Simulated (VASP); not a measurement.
# PN2 (Ibam) in VASP: a series of runs, part 2 of 2

VASP 6.6.1.

### 3 Single point, PBE

This run uses another cell than the first one, of 13.85 Å³/atom.

INCAR reads:

```
PREC     = Accurate       # precision mode
ENCUT    = 520            # plane-wave cutoff, eV
EDIFF    = 1E-6           # SCF threshold, eV
ISMEAR   = 0              # smearing method
SIGMA    = 0.1            # smearing width, eV
LREAL    = F              # projectors in reciprocal space
LASPH    = T              # aspherical terms in the spheres
NELM     = 100            # most SCF steps
ALGO     = Normal         # electronic algorithm
ISIF     = 2              # what is computed and relaxed
LWAVE    = F              # write WAVECAR
LCHARG   = T              # write CHGCAR
GGA      = PE             # functional
LELF     = T              # ELF
LVHAR    = T            
NBANDS   = 24             # bands
```

KPOINTS reads:

```
Automatic mesh
0
Gamma
  6 6 6
```

POSCAR reads:

```
PN2
1.0
   -2.2994450519      3.8723606161      2.3336582937
    2.2994450519     -3.8723606161      2.3336582937
    2.2994450519      3.8723606161     -2.3336582937
P N
2 4
Direct
    0.2500000000      0.2500000000      0.0000000000
    0.7500000000      0.7500000000      0.0000000000
    0.1100127006      0.1818956596      0.2919083602
    0.8899872994      0.8181043404      0.7080916398
    0.3899872994      0.6818956596      0.0718829590
    0.6100127006      0.3181043404      0.9281170410
```

Potentials or basis: VASP PAW PBE potentials, release 64 (P, N).

Command:

```sh
$ cat potpaw_PBE.64/P/POTCAR potpaw_PBE.64/N/POTCAR > POTCAR
$ mpirun -np 1 vasp_std > vasp.out
```

OUTCAR:

```text
PREC = Accurate
   ENCUT = 520
   EDIFF = 1E-6
   ISMEAR = 0
   LREAL = F
   LASPH = T
   NELM = 100
   ISIF = 2
   GGA = PE

 ion  position               nearest neighbor table
   1  0.250  0.250  0.000-   3 1.67   4 1.67   5 1.67   6 1.67   2 2.33   2 2.33
   2  0.750  0.750  0.000-   4 1.67   3 1.67   5 1.67   6 1.67   1 2.33   1 2.33
   3  0.110  0.182  0.292-   1 1.67   2 1.67
   4  0.890  0.818  0.708-   2 1.67   1 1.67
   5  0.390  0.682  0.072-   1 1.67   2 1.67
   6  0.610  0.318  0.928-   1 1.67   2 1.67

  LATTYP: Found a body centered orthorhombic cell.
[... 857 lines left out ...]
  -------------------------------------------------------------------------------------
  Total       -0.0759638     -0.3194335     -0.6760424      0.0000000      0.0000000      0.0000000
  in kB       -1.4642705     -6.1573659    -13.0313201      0.0000000      0.0000000      0.0000000
  external PRESSURE =      -6.8843188 kB  Pullay stress =       0.0000000 kB

 VOLUME and BASIS-vectors are now :
 -----------------------------------------------------------------------------
  energy-cutoff  :      520.00
  volume of cell :       83.12
      direct lattice vectors                 reciprocal lattice vectors
    -2.299445052  3.872360616  2.333658294     0.000000000  0.129120206  0.214255875
     2.299445052 -3.872360616  2.333658294     0.217443770  0.000000000  0.214255875
     2.299445052  3.872360616 -2.333658294     0.217443770  0.129120206  0.000000000

 POSITION                                       TOTAL-FORCE (eV/Angst)
 -----------------------------------------------------------------------------------
      0.00000      0.00000      1.16683         0.000000      0.000000     -0.000000
      0.00000      0.00000      3.50049        -0.000000     -0.000000     -0.000000
      0.83652      0.85202      0.00000        -0.056810     -0.050495     -0.000000
      1.46293      3.02034      2.33366         0.056810      0.050495      0.000000
      0.83652     -0.85202      2.33366        -0.056810      0.050495     -0.000000
      1.46293      4.72438      0.00000         0.056810     -0.050495      0.000000
 -----------------------------------------------------------------------------------
    total drift:                                0.000000      0.000000     -0.000000

  FREE ENERGIE OF THE ION-ELECTRON SYSTEM (eV)
  ---------------------------------------------------
  free  energy   TOTEN  =       -40.6177855709 eV

  energy  without entropy=      -40.5888734374  energy(sigma->0) =      -40.60332950
```

OSZICAR:

```text
N       E                     dE             d eps       ncg     rms          rms(c)
DAV:   1     0.139312790926E+03    0.13931E+03   -0.14552E+04  2208   0.112E+03
DAV:   2    -0.350334023613E+02   -0.17435E+03   -0.16885E+03  3160   0.250E+02
DAV:   3    -0.444241224119E+02   -0.93907E+01   -0.92418E+01  2920   0.581E+01
DAV:   4    -0.445417736701E+02   -0.11765E+00   -0.11755E+00  2592   0.751E+00
DAV:   5    -0.445439504734E+02   -0.21768E-02   -0.21766E-02  2888   0.950E-01    0.221E+01
DAV:   6    -0.406785271897E+02    0.38654E+01   -0.94981E+00  2648   0.180E+01    0.114E+01
DAV:   7    -0.406307175435E+02    0.47810E-01   -0.10171E+00  2672   0.592E+00    0.400E+00
DAV:   8    -0.406152250290E+02    0.15493E-01   -0.50903E-02  2784   0.159E+00    0.121E+00
DAV:   9    -0.406173465225E+02   -0.21215E-02   -0.98379E-03  2640   0.688E-01    0.224E-01
DAV:  10    -0.406176433532E+02   -0.29683E-03   -0.10604E-03  2888   0.195E-01    0.109E-01
DAV:  11    -0.406177854632E+02   -0.14211E-03   -0.23235E-04  2616   0.108E-01    0.385E-02
DAV:  12    -0.406177846828E+02    0.78045E-06   -0.13723E-05  2784   0.265E-02    0.135E-02
DAV:  13    -0.406177857479E+02   -0.10651E-05   -0.86461E-06  2760   0.167E-02    0.508E-03
DAV:  14    -0.406177855709E+02    0.17691E-06   -0.69383E-07  1360   0.592E-03
   1 F= -.40617786E+02 E0= -.40603330E+02  d E =-.289121E-01
```

It took 58 s on 1 thread of Intel Xeon 6975P-C (Granite Rapids), shared host; peak memory 0.26 GiB.

Results:

```yaml
Free_energy: -40.6178 eV
Pressure: -0.7 GPa
Largest_force: 0.076 eV/Å
Band_gap_on_the_k_mesh: zero (bands 15 and 16 overlap by 0.45 eV)
```

Forces in eV/Å, atoms in the order of the input:
```
P    0.000  0.000  0.000
P    0.000  0.000  0.000
N   -0.057 -0.050  0.000
N    0.057  0.050  0.000
N   -0.057  0.050  0.000
N    0.057 -0.050  0.000
```

### 4 Relaxation of cell and atoms, PBE

INCAR reads:

```
PREC     = Accurate       # precision mode
ENCUT    = 600            # plane-wave cutoff, eV
EDIFF    = 1E-7           # SCF threshold, eV
ISMEAR   = 0              # smearing method
SIGMA    = 0.1            # smearing width, eV
LREAL    = F              # projectors in reciprocal space
LASPH    = T              # aspherical terms in the spheres
NELM     = 100            # most SCF steps
ALGO     = Normal         # electronic algorithm
ISIF     = 3              # what is computed and relaxed
LWAVE    = F              # write WAVECAR
LCHARG   = F              # write CHGCAR
GGA      = PE             # functional
IBRION   = 2              # ionic algorithm
NSW      = 90             # ionic steps
EDIFFG   = -0.04          # ionic threshold
```

KPOINTS is that of step 3.

POSCAR reads:

```
PN2
1.0
   -2.1721196900      4.0306485903      2.1482818580
    2.1721196900     -4.0306485903      2.1482818580
    2.1721196900      4.0306485903     -2.1482818580
P N
2 4
Direct
    0.2500000000      0.2500000000      0.0000000000
    0.7500000000      0.7500000000      0.0000000000
    0.1117100000      0.2070000000      0.3187100000
    0.8882900000      0.7930000000      0.6812900000
    0.3882900000      0.7070000000      0.0952900000
    0.6117100000      0.2930000000      0.9047100000
```

Command:

```sh
$ cat potpaw_PBE.64/P/POTCAR potpaw_PBE.64/N/POTCAR > POTCAR
$ mpirun -np 1 vasp_std > vasp.out
```

Run time: 3.4 min. Hardware: 1 thread of Intel Xeon 6975P-C (Granite Rapids), shared host; peak memory 0.27 GiB.

Results (log left out):

```
Free energy                           : -40.6035 eV
Relaxed volume                        : 13.10 Å³/atom
Relaxed cell                          : a = 5.060 Å, b = 5.060 Å, c = 5.060 Å, α = 130.14°, β = 77.27°, γ = 125.15°
Space group after relaxing (to 0.1 Å) : Ibam (No. 72)
Energy gained by relaxing             : 141.0 meV/atom
Ionic steps                           : 7
Pressure after relaxing               : 0.2 GPa
Largest force after relaxing          : 0.038 eV/Å
Band gap on the k mesh                : zero (bands 15 and 16 overlap by 0.43 eV)
```

Forces in eV/Å, atoms in the order of the input:
```
P    0.000  0.000  0.000
P    0.000  0.000  0.000
N   -0.022  0.032  0.000
N    0.022 -0.032  0.000
N   -0.022 -0.032  0.000
N    0.022  0.032  0.000
```

Stress tensor (GPa, compression positive):
```
 0.22  0.00  0.00
 0.00 -0.17  0.00
 0.00  0.00  0.42
```

The path:
| step | energy change (eV) | largest force (eV/Å) | pressure (GPa) | volume (Å³) |
| --- | --- | --- | --- | --- |
| 1 | 0.0000 | 1.1637 | 7.93 | 75.23 |
| 2 | -0.6943 | 0.5699 | -7.81 | 81.72 |
| 3 | -0.7978 | 0.8430 | -4.30 | 80.02 |
| 4 | -0.7311 | 1.4657 | 6.70 | 76.98 |
| 5 | -0.8450 | 0.0422 | -0.37 | 78.79 |
| 6 | -0.8450 | 0.0452 | -0.28 | 78.77 |
| 7 | -0.8457 | 0.0384 | 0.16 | 78.59 |

Final structure:
```
P N
1.0
    -2.13288    3.95240    2.33054
     2.13288   -3.95240    2.33054
     2.13288    3.95240   -2.33054
P N
2 4
Direct
  0.25000 0.25000 0.00000
  0.75000 0.75000 0.00000
  0.10671 0.19752 0.30423
  0.89329 0.80248 0.69577
  0.39329 0.69752 0.09081
  0.60671 0.30248 0.90919
```

Levels at points of the mesh, in eV from the Fermi level:
| k point | band 11 | band 12 | band 13 | band 14 | band 15 | band 16 | band 17 | band 18 | band 19 |
| --- | --- | --- | --- | --- | --- | --- | --- | --- | --- |
| (0.00, 0.00, 0.00) | -2.97 | -2.61 | -2.00 | 0.06 | 0.10 | 0.12 | 5.15 | 6.54 | 8.12 |
| (0.50, 0.00, 0.00) | -1.24 | -1.24 | -0.97 | -0.97 | -0.27 | -0.27 | 6.33 | 6.33 | 7.17 |
| (0.00, 0.50, 0.00) | -1.31 | -1.31 | -0.89 | -0.89 | 0.16 | 0.16 | 5.96 | 5.96 | 7.09 |
| (0.50, 0.50, 0.00) | -3.59 | -2.77 | -0.91 | -0.78 | 0.01 | 0.78 | 5.97 | 7.78 | 7.97 |
| (0.50, 0.50, 0.50) | -2.75 | -2.71 | -1.78 | -1.03 | -0.26 | 0.27 | 5.84 | 6.81 | 7.37 |

### 5 The runs side by side

```csv
task,cell,cutoff (eV),gap on the mesh (eV),pressure (GPa),largest force (eV/Å)
single point,"a = 5.058 Å, angles 129.1, 74.3, 129.7°, 6 atoms, atomic positions A",520,none,8.0,1.16
single point,"a = 5.072 Å, angles 126.1, 80.5, 125.2°, 6 atoms, atomic positions B",520,none,-0.7,0.08
relaxation of cell and atoms,"relaxed from a = 5.058 Å, angles 129.1, 74.3, 129.7°, 6 atoms, atomic positions A",600,none,0.2,0.04
```

Alike in all rows: level PBE; potentials or basis VASP PAW PBE potentials, release 64 (P, N); no spin polarisation; k mesh 6 × 6 × 6; smearing gaussian 0.1 eV.

Caveats: the stress differs along the axes, from -4 to 33 GPa (at least some runs); forces of over 1 eV/Å act on the atoms, so gaps and moduli don't describe the material at rest (at least some runs).

Total energies depend on the potentials used, so only differences within one code and one set of settings carry meaning.
